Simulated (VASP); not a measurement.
Input of a VASP 6.6.1 run:

File INCAR:

```
ALGO = Normal
EDIFF = 1E-7
ENCUT = 520
GGA = PE
ISIF = 2
ISMEAR = 0
LASPH = T
LCHARG = F
LREAL = F
LWAVE = F
NBANDS = 34
NELM = 100
PREC = Accurate
SIGMA = 0.1
```

The input KPOINTS:

```
k-points
0
Gamma
  12 12 12
```

The input POSCAR:

```
Sc2GaN3
1.0
    5.4743230351      0.0000000000      0.0000000000
   -2.7371615176      4.7409028169      0.0000000000
    0.0000000000      0.0000000000      3.0264590997
Sc Ga N
2 1 3
Direct
    0.3333333333      0.6666666667      0.0000000000
    0.6666666667      0.3333333333      0.0000000000
    0.0000000000      0.0000000000      0.5000000000
    0.5000000000      0.0000000000      0.5000000000
    0.0000000000      0.5000000000      0.5000000000
    0.5000000000      0.5000000000      0.5000000000
```

Potentials or basis: VASP PAW PBE potentials, release 64 (Sc_sv, Ga_d, N).

The run is started by

```console
$ cat potpaw_PBE.64/Sc_sv/POTCAR potpaw_PBE.64/Ga_d/POTCAR potpaw_PBE.64/N/POTCAR > POTCAR
$ mpirun -np 1 vasp_std > vasp.out
```

Question: What does it give for the band gap on the k mesh?

Answer: Zero (band 25 reaches 4.58 eV, above the bottom of band 26 at 3.65 eV).

Question: Predict the pressure.

Answer: 0.6 GPa.

Stress tensor (GPa, compression positive):
```
0.50 0.00 0.00
0.00 0.50 0.00
0.00 0.00 0.90
```
